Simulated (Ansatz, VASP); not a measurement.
One calculation of Li, two programs

```xyz
1
Lattice="-1.8025 1.7500 1.7500 1.7500 -1.8025 1.7500 1.7500 1.7500 -1.8025" Properties=species:S:1:pos:R:3 pbc="T T T"
Li    0.0000    0.0000    0.0000
```

Change from the starting cell: equal xy, yz and zx shear strains of -3 %, crystal datasets.

Alike in both runs: task electric field gradients; functional PBEsol; k mesh 15 × 15 × 15; occupations fermi-dirac, width 0.08 eV; no spin polarisation.

```csv
,VASP,Ansatz
version,VASP 6.6.1,Ansatz 0.2.0
potentials or method,"VASP PAW PBE potentials, release 64 (Li_sv), cutoff 520 eV","all-electron PAW with datasets made for the crystal, scalar-relativistic"
```

|  | VASP | Ansatz | Ansatz less VASP |
| --- | --- | --- | --- |
| size of Vzz on the site where it differs most (V/Å²) | 0.2 | 0.2 | -0.04 |

VASP's potentials were made for PBE, not for PBEsol. Ansatz ran all-electron here, and VASP with PAW potentials.

Noted on VASP's run: the cutoff is short for stress, so the pressure is rough.
